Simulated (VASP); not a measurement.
A run of VASP 6.6.1 is set up as follows.

POSCAR

```
AlAu
1.0
    3.2239420000      0.0000000000      0.0000000000
    0.0000000000      3.2239420000      0.0000000000
    0.0000000000      0.0000000000      3.2239420000
Al Au
1 1
Direct
    0.0000000000      0.0000000000      0.0000000000
    0.5000000000      0.5000000000      0.5155089639
```

Contents of INCAR.step1:

```
SYSTEM = AlAu
PREC = Accurate ; ENCUT = 520
ISMEAR = 1 ; SIGMA = 0.2
LREAL = .FALSE. ; LASPH = .TRUE.
NELM = 60 ; NBANDS = 14
GGA = PE ; ALGO = Normal
EDIFF = 1E-4 ; LWAVE = .TRUE.
LCHARG = .FALSE.
```

The input INCAR.step2:

```
SYSTEM = AlAu
PREC = Accurate ; ENCUT = 520
EDIFF = 1E-7 ; ISMEAR = 1
SIGMA = 0.2 ; LREAL = .FALSE.
LASPH = .TRUE. ; NELM = 60
ALGO = Normal ; ISIF = 2
LWAVE = .FALSE. ; LCHARG = .FALSE.
METAGGA = R2SCAN ; LMIXTAU = .TRUE.
NBANDS = 14 ; ISTART = 1
```

File KPOINTS:

```
Automatic mesh
0
Gamma
  9 9 9
  0.5 0.5 0.5
```

Potentials or basis: VASP PAW PBE potentials, release 64 (Al, Au).

The run is started by

```sh
$ cat potpaw_PBE.64/Al/POTCAR potpaw_PBE.64/Au/POTCAR > POTCAR
$ cp INCAR.step1 INCAR
$ mpirun -np 1 vasp_std > vasp.out
$ cp INCAR.step2 INCAR
$ mpirun -np 1 vasp_std > vasp.out
```

(1) Predict the band gap on the k mesh.

(2) Predict the largest force.

(3) Estimate the pressure.

Answers

(1) zero (band 7 reaches 12.15 eV, above the bottom of band 8 at 8.20 eV).

(2) 0.064 eV/Å.

(3) -5.1 GPa.

Caveat: the PAW data sets were made with another functional, which shifts forces and pressure a little; spin-orbit coupling is left out, which moves the levels of the heavy elements.
